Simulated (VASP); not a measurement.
# Au in VASP: notebook

Runs on Au. Level: LDA. Tasks: single point.

Program: VASP 6.6.1. These are calculated values, not measurements. Logs are shortened: lines on timing, memory, paths and dates and some standing lists are left out, and cuts for length are marked.

## (1) The cell of the first run

The cell holds a slab with vacuum, 3 atoms: a = 2.863 Å, b = 2.863 Å, c = 20.048 Å, α = 90.00°, β = 90.00°, γ = 90.00°.

## (2) Single point, LDA

Input file INCAR:

```
ALGO     = Normal         # electronic algorithm
DIPOL    = 0.5 0.5 0.500
EDIFF    = 1E-7           # SCF threshold, eV
ENCUT    = 520            # plane-wave cutoff, eV
GGA      = CA             # functional
IDIPOL   = 3            
ISIF     = 2              # what is computed and relaxed
ISMEAR   = -1             # smearing method
LASPH    = T              # aspherical terms in the spheres
LCHARG   = F              # write CHGCAR
LDIPOL   = T            
LREAL    = F              # projectors in reciprocal space
LWAVE    = F              # write WAVECAR
NBANDS   = 24             # bands
NELM     = 80             # most SCF steps
PREC     = Accurate       # precision mode
SIGMA    = 0.08           # smearing width, eV
```

Input file KPOINTS:

```
k-points
0
Gamma
  14 14 1
```

Input file POSCAR:

```
Au
1.0
    2.8625268915      0.0000000000      0.0000000000
    0.0000000000      2.8625268915      0.0000000000
    0.0000000000      0.0000000000     20.0482000000
Au
3
Direct
    0.0000000000      0.0000000000      0.3990377103
    0.5000000000      0.5000000000      0.5000000000
    0.0000000000      0.0000000000      0.6009622897
```

Potentials or basis: VASP PAW LDA potentials, release 64 (Au).

Run with:

```
> cat potpaw_LDA.64/Au/POTCAR > POTCAR
> mpirun -np 1 vasp_std > vasp.out
```

OUTCAR:

```text
EDIFF = 1E-7
   ENCUT = 520
   GGA = CA
   ISIF = 2
   ISMEAR = -1
   LASPH = T
   LREAL = F
   NELM = 80
   PREC = Accurate

 ion  position               nearest neighbor table
   1  0.000  0.000  0.399-   2 2.86   2 2.86   2 2.86   2 2.86
   2  0.500  0.500  0.500-   1 2.86   3 2.86   1 2.86   3 2.86   1 2.86   3 2.86   1 2.86   3 2.86

   3  0.000  0.000  0.601-   2 2.86   2 2.86   2 2.86   2 2.86

  LATTYP: Found a simple tetragonal cell.
 ALAT       =     2.8625268915
 C/A-ratio  =     7.0036721959

  Lattice vectors:

 A1 = (   2.8625268915,   0.0000000000,   0.0000000000)
 A2 = (   0.0000000000,   2.8625268915,   0.0000000000)
 A3 = (   0.0000000000,   0.0000000000,  20.0482000000)

Analysis of symmetry for initial positions (statically):
=====================================================================
 Subroutine PRICEL returns:
 Original cell was already a primitive cell.

 Routine SETGRP: Setting up the symmetry group for a
 simple tetragonal supercell.

 Subroutine GETGRP returns: Found 16 space group operations
 (whereof 16 operations were pure point group operations)
 out of a pool of 16 trial point group operations.

The static configuration has the point symmetry D_4h.

Analysis of symmetry for dynamics (positions and initial velocities):
=====================================================================
 Subroutine PRICEL returns:
 Original cell was already a primitive cell.

 Routine SETGRP: Setting up the symmetry group for a
 simple tetragonal supercell.

 Subroutine GETGRP returns: Found 16 space group operations
 (whereof 16 operations were pure point group operations)
 out of a pool of 16 trial point group operations.

The dynamic configuration has the point symmetry D_4h.

 Subroutine INISYM returns: Found 16 space group operations
 (whereof 16 operations are pure point group operations),
 and found     1 'primitive' translations

----------------------------------------------------------------------------------------

                                     Primitive cell

  volume of cell :     164.2762

  direct lattice vectors                    reciprocal lattice vectors
     2.862526891  0.000000000  0.000000000     0.349341696  0.000000000  0.000000000
     0.000000000  2.862526891  0.000000000     0.000000000  0.349341696  0.000000000
     0.000000000  0.000000000 20.048200000     0.000000000  0.000000000  0.049879790

  length of vectors
     2.862526891  2.862526891 20.048200000     0.349341696  0.349341696  0.049879790

  position of ions in fractional coordinates (direct lattice)
     0.000000000  0.000000000  0.399037710
     0.500000000  0.500000000  0.500000000
     0.000000000  0.000000000  0.600962290

  ion indices of the primitive-cell ions
   primitive index   ion index
                 1           1
                 2           2
                 3           3

----------------------------------------------------------------------------------------

 KPOINTS: k-points

Automatic generation of k-mesh.
 Grid dimensions read from file:
 generate k-points for:   14   14    1

 Generating k-lattice:

  Cartesian coordinates                     Fractional coordinates (reciprocal lattice)
     0.024952978  0.000000000  0.000000000     0.071428571  0.000000000  0.000000000
     0.000000000  0.024952978  0.000000000     0.000000000  0.071428571  0.000000000
     0.000000000  0.000000000  0.049879790     0.000000000  0.000000000  1.000000000

  Length of vectors
     0.024952978  0.024952978  0.049879790

  Shift w.r.t. Gamma in fractional coordinates (k-lattice)
     0.000000000  0.000000000  0.000000000

 Subroutine IBZKPT returns following result:
 ===========================================

 Found     36 irreducible k-points:

 Following reciprocal coordinates:
            Coordinates               Weight
  0.000000  0.000000  0.000000      1.000000
  0.071429  0.000000  0.000000      4.000000
  0.142857  0.000000  0.000000      4.000000
  0.214286  0.000000  0.000000      4.000000
  0.285714  0.000000  0.000000      4.000000
  0.357143  0.000000  0.000000      4.000000
[... 16 lines left out ...]
  0.285714  0.214286  0.000000      8.000000
  0.357143  0.214286  0.000000      8.000000
 [... further k-points ...]
   k-points           NKPTS =     36   k-points in BZ     NKDIM =     36   number of bands    NBANDS=     24
   number of dos      NEDOS =    301   number of ions     NIONS =      3
   total plane-waves  NPLWV =  86400
   dimension x,y,z NGX =    24 NGY =   24 NGZ =  150
   dimension x,y,z NGXF=    48 NGYF=   48 NGZF=  300
   ions per type =               3
   NGX,Y,Z   is equivalent  to a cutoff of  13.94, 13.94, 12.44 a.u.
   NGXF,Y,Z  is equivalent  to a cutoff of  27.88, 27.88, 24.88 a.u.
 SYSTEM =  unknown system
   PREC   = accura    normal or accurate (medium, high low for compatibility)
   ISTART =      0    job   : 0-new  1-cont  2-samecut
   ICHARG =      2    charge: 1-file 2-atom 10-const
   ISPIN  =      1    spin polarized calculation?
   LNONCOLLINEAR =      F non collinear calculations
   LSORBIT =      F    spin-orbit coupling
   LASPH  =      T    aspherical Exc in radial PAW
   ENCUT  =  520.0 eV  38.22 Ry    6.18 a.u.   5.32  5.32 37.28*2*pi/ulx,y,z
   NELM   =     80;   NELMIN=  2; NELMDL= -5     # of ELM steps
   EDIFF  = 0.1E-06   stopping-criterion for ELM
   LREAL  =      F    real-space projection
   EDIFFG = 0.1E-05   stopping-criterion for IOM
   NSW    =      0    number of steps for IOM
   IBRION =     -1    ionic relax: 0-MD 1-quasi-New 2-CG
   NFREE  =      0    steps in history (QN), initial steepest desc. (CG)
   ISIF   =      2    stress and relaxation
   ISYM   =      2    0-nonsym 1-usesym 2-fastsym
   POTIM  = 0.5000    time-step for ionic-motion
   TEBEG  =    0.0;   TEEND  =   0.0 temperature during run
   PSTRESS=    0.0 pullay stress
   NELECT =      33.0000    total number of electrons
   NUPDOWN=      -1.0000    fix difference up-down
   EMIN   =  10.00;   EMAX   =-10.00  energy-range for DOS
   EFERMI =   0.00;   METHOD = LEGACY
   ISMEAR =    -1;   SIGMA  =   0.08  broadening in eV -4-tet -1-fermi 0-gaus
   EFERMI_NEDOS =   21; number of points for ismear=-14 and -15
   IALGO  =     38    algorithm
   IMIX   =      4    mixing-type and parameters
     AMIX     =   0.40;   BMIX     =  1.00
     AMIX_MAG =   1.60;   BMIX_MAG =  1.00
  volume/ion in A,a.u.               =      54.76       369.53
  Fermi-wavevector in a.u.,A,eV,Ry     =   0.958785  1.811841 12.507414  0.919269
  Thomas-Fermi vector in A             =   2.087923
   LORBIT       =      0    0 simple, 1 ext, 2 COOP (PROOUT), +10 PAW based schemes
   GGA     = CA    functional components
   LHFCALC =     F    Hartree Fock is set to
   AEXX    =    0.0000 exact exchange contribution
   IVDW    =     0    specifies the selected vdW correction
   LEPSILON=     F    determine dielectric tensor
   LRPA    =     F    only Hartree local field effects (RPA)
 non-spin polarized calculation
  energy-cutoff  :      520.00
  volume of cell :      164.28
 maximum number of plane-waves:      4470
 NGX is ok and might be reduce to    24
   NGX = 11   NGY = 11   NGZ = 75

 dipolmoment           0.000000      0.000000      0.000000 electrons x Angstroem

 number of electron      33.0000006 magnetization

 dipolmoment           0.000000      0.000000     -0.000000 electrons x Angstroem

 Free energy of the ion-electron system (eV)
  ---------------------------------------------------
  ext. energy  EPLUGINS =         0.00000000
  ---------------------------------------------------
  free energy    TOTEN  =       -11.94850903 eV

  energy without entropy =      -11.93237803  energy(sigma->0) =      -11.94044353

 E-fermi :  -1.0255     XC(G=0):  -4.9179

 val. band max:       -1.0666255808   @ k =   0.3571   0.2143   0.0000
 cond. band min:      -0.8920668808   @ k =   0.5000   0.0000   0.0000
 fundamental gap:      0.1745587000
 Fermi energy:        -1.0254885320

 k-point     1 :       0.0000    0.0000    0.0000
  band No.  band energies     occupation
      1      -9.9718      2.00000
      2      -7.7069      2.00000
      3      -7.6046      2.00000
      4      -7.3952      2.00000
      5      -6.3620      2.00000
      6      -5.7604      2.00000
[... 16 lines left out ...]
     23       6.9759      0.00000
     24       7.7076      0.00000

 k-point     2 :       0.0714    0.0000    0.0000
  band No.  band energies     occupation
      1      -9.8579      2.00000
      2      -7.6146      2.00000
      3      -7.5244      2.00000
      4      -7.3256      2.00000
      5      -6.3153      2.00000
      6      -5.7056      2.00000
[... 16 lines left out ...]
     23       7.0740      0.00000
     24       7.7292      0.00000

 k-point     3 :       0.1429    0.0000    0.0000
  band No.  band energies     occupation
      1      -9.5331      2.00000
      2      -7.4154      2.00000
      3      -7.3733      2.00000
      4      -7.0524      2.00000
      5      -6.1182      2.00000
      6      -5.5494      2.00000
[... 16 lines left out ...]
     23       7.3630      0.00000
     24       7.4935      0.00000
[... 514 lines left out ...]
 k-point    23 :       0.2857    0.2143    0.0000
  band No.  band energies     occupation
      1      -7.6851      2.00000
      2      -6.7212      2.00000
      3      -6.3659      2.00000
      4      -6.2067      2.00000
      5      -6.1088      2.00000
      6      -5.3728      2.00000
[... 16 lines left out ...]
     23       7.3666      0.00000
     24       7.6746      0.00000

 k-point    24 :       0.3571    0.2143    0.0000
  band No.  band energies     occupation
      1      -7.3310      2.00000
      2      -6.9669      2.00000
      3      -6.4201      2.00000
      4      -6.2411      2.00000
      5      -6.0192      2.00000
      6      -5.2673      2.00000
[... 16 lines left out ...]
     23       7.7919      0.00000
     24       8.2984      0.00000

 [... further k-points ...]

------------------------ aborting loop because EDIFF is reached ----------------------------------------

 vacuum level on the upper side and lower side of the slab       (xc-potential included)        -0.009        -0.009

  FORCE on cell =-STRESS in cart. coord.  units (eV):
  Direction    XX          YY          ZZ          XY          YZ          ZX
  --------------------------------------------------------------------------------------
  -------------------------------------------------------------------------------------
  Total       -3.7137952     -3.7137952     -0.5960178      0.0000000      0.0000000     -0.0000000
  in kB      -36.2204630    -36.2204630     -5.8129320      0.0000000      0.0000000     -0.0000000
  external PRESSURE =     -26.0846193 kB  Pullay stress =       0.0000000 kB

 VOLUME and BASIS-vectors are now :
 -----------------------------------------------------------------------------
  energy-cutoff  :      520.00
  volume of cell :      164.28
      direct lattice vectors                 reciprocal lattice vectors
     2.862526891  0.000000000  0.000000000     0.349341696  0.000000000  0.000000000
     0.000000000  2.862526891  0.000000000     0.000000000  0.349341696  0.000000000
     0.000000000  0.000000000 20.048200000     0.000000000  0.000000000  0.049879790

 POSITION                                       TOTAL-FORCE (eV/Angst)
 -----------------------------------------------------------------------------------
      0.00000      0.00000      7.99999         0.000000     -0.000000      0.137628
      1.43126      1.43126     10.02410         0.000000      0.000000      0.000000
      0.00000      0.00000     12.04821        -0.000000     -0.000000     -0.137628
 -----------------------------------------------------------------------------------
    total drift:                                0.000000      0.000000     -0.000000

  FREE ENERGIE OF THE ION-ELECTRON SYSTEM (eV)
  ---------------------------------------------------
  free  energy   TOTEN  =       -11.9485090259 eV

  energy  without entropy=      -11.9323780254  energy(sigma->0) =      -11.94044353

 vacuum level on the upper side and lower side of the slab         4.546         4.546
```

It took 4 min on 1 thread of Intel Xeon 8259CL, shared host; peak memory 0.28 GiB.

What came out:

```yaml
Free_energy: -11.9485 eV
Largest_force: 0.138 eV/Å
Band_gap_on_the_k_mesh: zero (an odd number of electrons rules out a gap without spin polarisation)
```

Forces on the atoms (eV/Å):
```
Au   0.000  0.000  0.138
Au   0.000  0.000  0.000
Au   0.000  0.000 -0.138
```

Caveat: spin-orbit coupling is left out, which moves the levels of the heavy elements.

## (3) Single point, LDA

Input file INCAR:

```
PREC = Accurate
ENCUT = 520
EDIFF = 1E-7
ISMEAR = -1
SIGMA = 0.08
LREAL = F
LASPH = T
NELM = 100
ALGO = Normal
ISIF = 2
LWAVE = F
LCHARG = F
LDIPOL = T
IDIPOL = 3
DIPOL = 0.5 0.5 0.500
GGA = CA
NBANDS = 24
```

Input file KPOINTS:

```
regular mesh
0
Gamma
  14 14 1
```

Input file POSCAR:

```
Au
1.0
    2.8625268915      0.0000000000      0.0000000000
    0.0000000000      2.8625268915      0.0000000000
    0.0000000000      0.0000000000     20.0482000000
Au
3
Direct
    0.0000000000      0.0000000000      0.4006258136
    0.5000000000      0.5000000000      0.4999999998
    0.0000000000      0.0000000000      0.5993741866
```

Potentials or basis: VASP PAW LDA potentials, release 64 (Au).

Run with:

```
> cat potpaw_LDA.64/Au/POTCAR > POTCAR
> mpirun -np 1 vasp_std > vasp.out
```

OUTCAR:

```text
PREC = Accurate
   ENCUT = 520
   EDIFF = 1E-7
   ISMEAR = -1
   LREAL = F
   LASPH = T
   NELM = 100
   ISIF = 2
   GGA = CA

 ion  position               nearest neighbor table
   1  0.000  0.000  0.401-   2 2.84   2 2.84   2 2.84   2 2.84
   2  0.500  0.500  0.500-   1 2.84   1 2.84   1 2.84   1 2.84   3 2.84   3 2.84   3 2.84   3 2.84

   3  0.000  0.000  0.599-   2 2.84   2 2.84   2 2.84   2 2.84

  LATTYP: Found a simple tetragonal cell.
 ALAT       =     2.8625268915
 C/A-ratio  =     7.0036721959

[... 846 lines left out ...]
  Direction    XX          YY          ZZ          XY          YZ          ZX
  --------------------------------------------------------------------------------------
  -------------------------------------------------------------------------------------
  Total       -3.1388928     -3.1388928      0.0803780      0.0000000      0.0000000      0.0000000
  in kB      -30.6134677    -30.6134677      0.7839230      0.0000000      0.0000000      0.0000000
  external PRESSURE =     -20.1476708 kB  Pullay stress =       0.0000000 kB

 VOLUME and BASIS-vectors are now :
 -----------------------------------------------------------------------------
  energy-cutoff  :      520.00
  volume of cell :      164.28
      direct lattice vectors                 reciprocal lattice vectors
     2.862526891  0.000000000  0.000000000     0.349341696  0.000000000  0.000000000
     0.000000000  2.862526891  0.000000000     0.000000000  0.349341696  0.000000000
     0.000000000  0.000000000 20.048200000     0.000000000  0.000000000  0.049879790

 POSITION                                       TOTAL-FORCE (eV/Angst)
 -----------------------------------------------------------------------------------
      0.00000      0.00000      8.03183        -0.000000     -0.000000     -0.030535
      1.43126      1.43126     10.02410        -0.000000      0.000000      0.000000
      0.00000      0.00000     12.01637         0.000000      0.000000      0.030535
 -----------------------------------------------------------------------------------
    total drift:                                0.000000      0.000000      0.000000

  FREE ENERGIE OF THE ION-ELECTRON SYSTEM (eV)
  ---------------------------------------------------
  free  energy   TOTEN  =       -11.9519999796 eV

  energy  without entropy=      -11.9345933849  energy(sigma->0) =      -11.94329668

 vacuum level on the upper side and lower side of the slab         4.550         4.550
```

stdout:

```text
POSCAR found type information on POSCAR Au
 POSCAR found :  1 types and       3 ions
 scaLAPACK will be used
 LDA part: xc-table for (Slater(with rela. corr.)+CA(PZ))
 , standard interpolation
 POSCAR, INCAR and KPOINTS ok, starting setup
 FFT: planning ... GRIDC
 FFT: planning ... GRID_SOFT
 FFT: planning ... GRID
 WAVECAR not read
 entering main loop
```

Wall time 3.5 min (1 thread of Intel Xeon 8259CL, shared host); peak memory 0.28 GiB.

What came out:

- Free energy: -11.9520 eV
- Largest force: 0.031 eV/Å
- Band gap on the k mesh: zero (an odd number of electrons rules out a gap without spin polarisation)

Forces in eV/Å, atoms in the order of the input:
```
Au   0.000  0.000 -0.031
Au   0.000  0.000  0.000
Au   0.000  0.000  0.031
```

Caveat: spin-orbit coupling is left out, which moves the levels of the heavy elements.

## (4) Single point, LDA

Input file INCAR:

```
SYSTEM = Au
PREC     = Accurate       ! precision mode
ENCUT    = 520            ! plane-wave cutoff, eV
EDIFF    = 1E-6           ! SCF threshold, eV
ISMEAR   = -1             ! smearing method
SIGMA    = 0.08           ! smearing width, eV
LREAL    = .False.        ! projectors in reciprocal space
LASPH    = .True.         ! aspherical terms in the spheres
NELM     = 80             ! most SCF steps
ALGO     = Normal         ! electronic algorithm
ISIF     = 2              ! what is computed and relaxed
LWAVE    = .False.        ! write WAVECAR
LCHARG   = .False.        ! write CHGCAR
LDIPOL   = .True.       
IDIPOL   = 3            
DIPOL    = 0.5 0.5 0.500
GGA      = CA             ! functional
NBANDS   = 24             ! bands
```

Input file KPOINTS:

```
Automatic mesh
0
Gamma
  14 14 1
  0 0 0
```

POSCAR is that of step 3.

Run with:

```
> cat potpaw_LDA.64/Au/POTCAR > POTCAR
> mpirun -np 1 vasp_std > vasp.out
```

Run time: 3 min. Hardware: 1 thread of Intel Xeon 8259CL, shared host; peak memory 0.29 GiB.

It converged, with:

* Free energy: -11.9520 eV
* Largest force: 0.030 eV/Å
* Band gap on the k mesh: zero (an odd number of electrons rules out a gap without spin polarisation)

Forces in eV/Å, atoms in the order of the input:
```
Au   0.000  0.000 -0.030
Au   0.000  0.000  0.000
Au   0.000  0.000  0.030
```

Levels at points of the mesh, in eV from the Fermi level:
```csv
k point,band 14,band 15,band 16,band 17,band 18,band 19,band 20,band 21
"(0.00, 0.00, 0.00)",-2.02,-1.72,-1.67,-1.67,-0.96,1.49,5.25,5.77
"(0.50, 0.00, 0.00)",-2.00,-1.81,0.09,0.16,0.20,2.35,3.25,6.15
"(0.50, 0.50, 0.00)",-1.06,-1.06,2.68,2.68,5.61,5.65,6.02,6.02
```

Caveat: spin-orbit coupling is left out, which moves the levels of the heavy elements.
